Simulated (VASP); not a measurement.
# Ti4W (Cmmm) in VASP: single point with PBE

Aim: the single point of Ti4W with PBE.

Program: VASP 6.6.1. These are calculated values, not measurements. Logs are shortened: lines on timing, memory, paths and dates and some standing lists are left out, and cuts for length are marked.

### 1 The cell of the first run

Symmetry: Cmmm, No. 65, orthorhombic system. The conventional cell has a = 4.443 Å, b = 7.430 Å, c = 4.467 Å, α = 90.00°, β = 90.00°, γ = 90.00°. Ti (site symmetry m2m) has 3 Ti at 1.97 to 2.23 Å within 2.6 Å. Within 2.6 Å of Ti (site symmetry mmm) lie 4 Ti at 1.97 to 2.23 Å. Ti (site symmetry mmm) has 2 W at 2.22 Å and 6 Ti at 2.23 to 2.98 Å within 3.0 Å. Within 2.9 Å of W (site symmetry mmm) lie 6 Ti at 2.22 to 2.83 Å.

The cell was generated, and may not be a known phase.

### 2 Single point, PBE

Contents of INCAR:

```
SYSTEM = Ti4W
PREC = Accurate
ENCUT = 550
EDIFF = 1E-6
ISMEAR = 0
SIGMA = 0.1
LREAL = .False.
LASPH = .True.
NELM = 300
ALGO = All
ISIF = 2
LWAVE = .False.
LCHARG = .False.
GGA = PE
NBANDS = 39
GGA_COMPAT = .False.
ISEARCH = 1
KPAR = 4
```

Contents of KPOINTS:

```
regular mesh
0
Gamma
  4 4 4
  0 0 0
```

Contents of POSCAR:

```
Ti4W
1.0
    2.2216851300     -3.7149333000      0.0000000000
    2.2216851300      3.7149333000      0.0000000000
    0.0000000000      0.0000000000      4.4673322500
Ti W
4 1
Direct
    0.2653695500      0.7346304500      0.5000000000
    0.7346304500      0.2653695500      0.5000000000
    0.0000000000      0.0000000000      0.5000000000
    0.0000000000      0.0000000000      0.0000000000
    0.5000000000      0.5000000000      0.0000000000
```

Potentials or basis: VASP PAW PBE potentials, release 64 (Ti_sv, W_sv).

Started as:

```
cat potpaw_PBE.64/Ti_sv/POTCAR potpaw_PBE.64/W_sv/POTCAR > POTCAR
mpirun -np 4 vasp_std > vasp.out
```

OUTCAR:

```text
SYSTEM = Ti4W
   PREC = Accurate
   ENCUT = 550
   EDIFF = 1E-6
   ISMEAR = 0
   LREAL = .False.
   LASPH = .True.
   NELM = 300
   ISIF = 2
   GGA = PE

 ion  position               nearest neighbor table
   1  0.265  0.735  0.500-   3 1.97   2 2.23   2 2.23   3 2.82   3 2.82   5 2.83   5 2.83
   2  0.735  0.265  0.500-   3 1.97   1 2.23   1 2.23   3 2.82   3 2.82   5 2.83   5 2.83
   3  0.000  0.000  0.500-   1 1.97   2 1.97   4 2.23   4 2.23   2 2.82   1 2.82   2 2.82   1 2.82
                             5 3.15   5 3.15   5 3.15   5 3.15
   4  0.000  0.000  0.000-   5 2.22   5 2.22   3 2.23   3 2.23
   5  0.500  0.500  0.000-   4 2.22   4 2.22   1 2.83   1 2.83   2 2.83   2 2.83   3 3.15   3 3.15
                             3 3.15   3 3.15

  LATTYP: Found a base centered orthorhombic cell.
 ALAT       =     4.4433702600
 B/A-ratio  =     1.6721241232
 C/A-ratio  =     1.0053927511

  Lattice vectors:

 A1 = (   2.2216851300,  -3.7149333000,   0.0000000000)
 A2 = (   2.2216851300,   3.7149333000,   0.0000000000)
 A3 = (   0.0000000000,   0.0000000000,   4.4673322500)

Analysis of symmetry for initial positions (statically):
=====================================================================
 Subroutine PRICEL returns:
 Original cell was already a primitive cell.

 Routine SETGRP: Setting up the symmetry group for a
 base centered orthorhombic supercell.

 Subroutine GETGRP returns: Found  8 space group operations
 (whereof  8 operations were pure point group operations)
 out of a pool of  8 trial point group operations.

The static configuration has the point symmetry D_2h.

Analysis of symmetry for dynamics (positions and initial velocities):
=====================================================================
 Subroutine PRICEL returns:
 Original cell was already a primitive cell.

 Routine SETGRP: Setting up the symmetry group for a
 base centered orthorhombic supercell.

 Subroutine GETGRP returns: Found  8 space group operations
 (whereof  8 operations were pure point group operations)
 out of a pool of  8 trial point group operations.

The dynamic configuration has the point symmetry D_2h.

 Subroutine INISYM returns: Found  8 space group operations
 (whereof  8 operations are pure point group operations),
 and found     1 'primitive' translations

----------------------------------------------------------------------------------------

                                     Primitive cell

  volume of cell :      73.7415

  direct lattice vectors                    reciprocal lattice vectors
     2.221685130 -3.714933300  0.000000000     0.225054394 -0.134591919  0.000000000
     2.221685130  3.714933300  0.000000000     0.225054394  0.134591919  0.000000000
     0.000000000  0.000000000  4.467332250     0.000000000  0.000000000  0.223847241

  length of vectors
     4.328581089  4.328581089  4.467332250     0.262229794  0.262229794  0.223847241

  position of ions in fractional coordinates (direct lattice)
     0.265369550  0.734630450  0.500000000
     0.734630450  0.265369550  0.500000000
     0.000000000  0.000000000  0.500000000
     0.000000000  0.000000000  0.000000000
     0.500000000  0.500000000  0.000000000

  ion indices of the primitive-cell ions
   primitive index   ion index
                 1           1
                 2           2
                 3           3
                 4           4
                 5           5

----------------------------------------------------------------------------------------

 KPOINTS: regular mesh

Automatic generation of k-mesh.
 Grid dimensions read from file:
 generate k-points for:    4    4    4

 Generating k-lattice:

  Cartesian coordinates                     Fractional coordinates (reciprocal lattice)
     0.056263598 -0.033647980  0.000000000     0.250000000  0.000000000  0.000000000
     0.056263598  0.033647980  0.000000000     0.000000000  0.250000000  0.000000000
     0.000000000  0.000000000  0.055961810     0.000000000  0.000000000  0.250000000

  Length of vectors
     0.065557448  0.065557448  0.055961810

  Shift w.r.t. Gamma in fractional coordinates (k-lattice)
     0.000000000  0.000000000  0.000000000

 Subroutine IBZKPT returns following result:
 ===========================================

 Found     21 irreducible k-points:

 Following reciprocal coordinates:
            Coordinates               Weight
  0.000000  0.000000  0.000000      1.000000
  0.250000  0.000000  0.000000      4.000000
  0.500000  0.000000  0.000000      2.000000
  0.250000  0.250000  0.000000      2.000000
  0.500000  0.250000  0.000000      4.000000
 -0.250000  0.250000  0.000000      2.000000
[... 13 lines left out ...]
 -0.250000  0.250000  0.500000      2.000000
  0.500000  0.500000  0.500000      1.000000
   k-points           NKPTS =     21   k-points in BZ     NKDIM =     21   number of bands    NBANDS=     39
   number of dos      NEDOS =    301   number of ions     NIONS =      5
   total plane-waves  NPLWV =  46656
   dimension x,y,z NGX =    36 NGY =   36 NGZ =   36
   dimension x,y,z NGXF=    72 NGYF=   72 NGZF=   72
   ions per type =               4   1
   NGX,Y,Z   is equivalent  to a cutoff of  13.83, 13.83, 13.40 a.u.
   NGXF,Y,Z  is equivalent  to a cutoff of  27.65, 27.65, 26.79 a.u.
 SYSTEM =  Ti4W
   PREC   = accura    normal or accurate (medium, high low for compatibility)
   ISTART =      0    job   : 0-new  1-cont  2-samecut
   ICHARG =      2    charge: 1-file 2-atom 10-const
   ISPIN  =      1    spin polarized calculation?
   LNONCOLLINEAR =      F non collinear calculations
   LSORBIT =      F    spin-orbit coupling
   LASPH  =      T    aspherical Exc in radial PAW
   ENCUT  =  550.0 eV  40.42 Ry    6.36 a.u.   8.28  8.28  8.54*2*pi/ulx,y,z
   NELM   =    300;   NELMIN=  2; NELMDL= -5     # of ELM steps
   EDIFF  = 0.1E-05   stopping-criterion for ELM
   LREAL  =      F    real-space projection
   EDIFFG = 0.1E-04   stopping-criterion for IOM
   NSW    =      0    number of steps for IOM
   IBRION =     -1    ionic relax: 0-MD 1-quasi-New 2-CG
   NFREE  =      0    steps in history (QN), initial steepest desc. (CG)
   ISIF   =      2    stress and relaxation
   ISYM   =      2    0-nonsym 1-usesym 2-fastsym
   POTIM  = 0.5000    time-step for ionic-motion
   TEBEG  =    0.0;   TEEND  =   0.0 temperature during run
   PSTRESS=    0.0 pullay stress
   NELECT =      62.0000    total number of electrons
   NUPDOWN=      -1.0000    fix difference up-down
   EMIN   =  10.00;   EMAX   =-10.00  energy-range for DOS
   EFERMI =   0.00;   METHOD = LEGACY
   ISMEAR =     0;   SIGMA  =   0.10  broadening in eV -4-tet -1-fermi 0-gaus
   EFERMI_NEDOS =   21; number of points for ismear=-14 and -15
   IALGO  =     58    algorithm
   IMIX   =      4    mixing-type and parameters
     AMIX     =   0.40;   BMIX     =  1.00
     AMIX_MAG =   1.60;   BMIX_MAG =  1.00
  volume/ion in A,a.u.               =      14.75        99.53
  Fermi-wavevector in a.u.,A,eV,Ry     =   1.545141  2.919893 32.483378  2.387461
  Thomas-Fermi vector in A             =   2.650562
   LORBIT       =      0    0 simple, 1 ext, 2 COOP (PROOUT), +10 PAW based schemes
   GGA     = PE    functional components
   LHFCALC =     F    Hartree Fock is set to
   AEXX    =    0.0000 exact exchange contribution
   IVDW    =     0    specifies the selected vdW correction
   LEPSILON=     F    determine dielectric tensor
   LRPA    =     F    only Hartree local field effects (RPA)
 non-spin polarized calculation
 Gauss-broadening in eV      SIGMA  =   0.10
  energy-cutoff  :      550.00
  volume of cell :       73.74
 maximum number of plane-waves:      2178
 NGX is ok and might be reduce to    36
   NGX = 17   NGY = 17   NGZ = 17

 number of electron      61.9999987 magnetization

 Free energy of the ion-electron system (eV)
  ---------------------------------------------------
  ext. energy  EPLUGINS =         0.00000000
  ---------------------------------------------------
  free energy    TOTEN  =       -35.16332073 eV

  energy without entropy =      -35.11351508  energy(sigma->0) =      -35.13841790

 E-fermi :  10.1775     XC(G=0): -12.4124

 val. band max:       10.1693825218   @ k =   0.2500   0.2500   0.0000
 cond. band min:      10.1843154593   @ k =   0.5000   0.0000   0.2500
 fundamental gap:      0.0149329376
 Fermi energy:        10.1774587948

 k-point     1 :       0.0000    0.0000    0.0000
  band No.  band energies     occupation
      1     -63.4569      2.00000
      2     -46.5730      2.00000
      3     -45.9265      2.00000
      4     -45.4723      2.00000
      5     -44.9690      2.00000
      6     -28.5185      2.00000
[... 31 lines left out ...]
     38      13.6397      0.00000
     39      14.3296      0.00000

 k-point     2 :       0.2500    0.0000    0.0000
  band No.  band energies     occupation
      1     -63.4567      2.00000
      2     -46.4930      2.00000
      3     -45.9277      2.00000
      4     -45.6113      2.00000
      5     -44.9370      2.00000
      6     -28.2777      2.00000
[... 31 lines left out ...]
     38      13.4389      0.00000
     39      13.5662      0.00000

 k-point     3 :       0.5000    0.0000    0.0000
  band No.  band energies     occupation
      1     -63.4564      2.00000
      2     -46.3917      2.00000
      3     -45.8891      2.00000
      4     -45.8025      2.00000
      5     -44.9138      2.00000
      6     -28.0083      2.00000
[... 31 lines left out ...]
     38      12.6025      0.00000
     39      12.9723      0.00000

 k-point     4 :       0.2500    0.2500    0.0000
  band No.  band energies     occupation
      1     -63.4564      2.00000
      2     -46.3924      2.00000
      3     -45.8896      2.00000
      4     -45.8006      2.00000
      5     -44.9147      2.00000
      6     -28.0083      2.00000
[... 31 lines left out ...]
     38      12.4045      0.00000
     39      12.7234      0.00000
[... 628 lines left out ...]
     38      12.4945      0.00000
     39      12.9539      0.00000

 k-point    20 :      -0.2500    0.2500    0.5000
  band No.  band energies     occupation
      1     -63.4568      2.00000
      2     -46.4022      2.00000
      3     -45.9272      2.00000
      4     -45.7074      2.00000
      5     -44.9335      2.00000
      6     -28.5179      2.00000
[... 31 lines left out ...]
     38      12.9442      0.00000
     39      13.0695      0.00000

 k-point    21 :       0.5000    0.5000    0.5000
  band No.  band energies     occupation
      1     -63.4567      2.00000
      2     -46.1071      2.00000
      3     -46.0787      2.00000
      4     -45.9271      2.00000
      5     -44.8659      2.00000
      6     -28.5194      2.00000
[... 31 lines left out ...]
     38      12.7054      0.00000
     39      12.7982      0.00000

------------------------ aborting loop because EDIFF is reached ----------------------------------------

  FORCE on cell =-STRESS in cart. coord.  units (eV):
  Direction    XX          YY          ZZ          XY          YZ          ZX
  --------------------------------------------------------------------------------------
  -------------------------------------------------------------------------------------
  Total       24.6628428     19.7362313     12.5756923     -0.0000000      0.0000000      0.0000000
  in kB      535.8484004    428.8081501    273.2314623     -0.0000000      0.0000000      0.0000000
  external PRESSURE =     412.6293376 kB  Pullay stress =       0.0000000 kB

 VOLUME and BASIS-vectors are now :
 -----------------------------------------------------------------------------
  energy-cutoff  :      550.00
  volume of cell :       73.74
      direct lattice vectors                 reciprocal lattice vectors
     2.221685130 -3.714933300  0.000000000     0.225054394 -0.134591919  0.000000000
     2.221685130  3.714933300  0.000000000     0.225054394  0.134591919  0.000000000
     0.000000000  0.000000000  4.467332250     0.000000000  0.000000000  0.223847241

 POSITION                                       TOTAL-FORCE (eV/Angst)
 -----------------------------------------------------------------------------------
      2.22169      1.74327      2.23367        -0.000000     -5.002165     -0.000000
      2.22169     -1.74327      2.23367        -0.000000      5.002165      0.000000
      0.00000      0.00000      2.23367        -0.000000      0.000000      0.000000
      0.00000      0.00000      0.00000        -0.000000      0.000000      0.000000
      2.22169      0.00000      0.00000         0.000000      0.000000      0.000000
 -----------------------------------------------------------------------------------
    total drift:                                0.000000     -0.000000     -0.000000

  FREE ENERGIE OF THE ION-ELECTRON SYSTEM (eV)
  ---------------------------------------------------
  free  energy   TOTEN  =       -35.1633207276 eV

  energy  without entropy=      -35.1135115302  energy(sigma->0) =      -35.13841613
```

It took 86 s on 4 MPI ranks of Intel Xeon Platinum 8488C (Sapphire Rapids), shared host; peak memory 0.27 GiB.

Results:

```
Free energy            : -35.1633 eV
Pressure               : 41.3 GPa
Largest force          : 5.002 eV/Å
Band gap on the k mesh : zero (bands 31 and 32 overlap by 1.24 eV)
```

Forces on the atoms (eV/Å):
```
Ti   0.000 -5.002  0.000
Ti   0.000  5.002  0.000
Ti   0.000  0.000  0.000
Ti   0.000  0.000  0.000
W    0.000  0.000  0.000
```

Stress tensor (GPa, compression positive):
```
53.58  0.00  0.00
 0.00 42.88  0.00
 0.00  0.00 27.32
```

Caveat: the k points lie up to 0.41 Å⁻¹ apart, too coarse for converged energies and pressures of a metal; atoms lie so close that the PAW spheres overlap strongly, which falsifies energies and pressures; spin-orbit coupling is left out, which moves the levels of the heavy elements; forces of over 1 eV/Å act on the atoms, so gaps and moduli don't describe the material at rest.
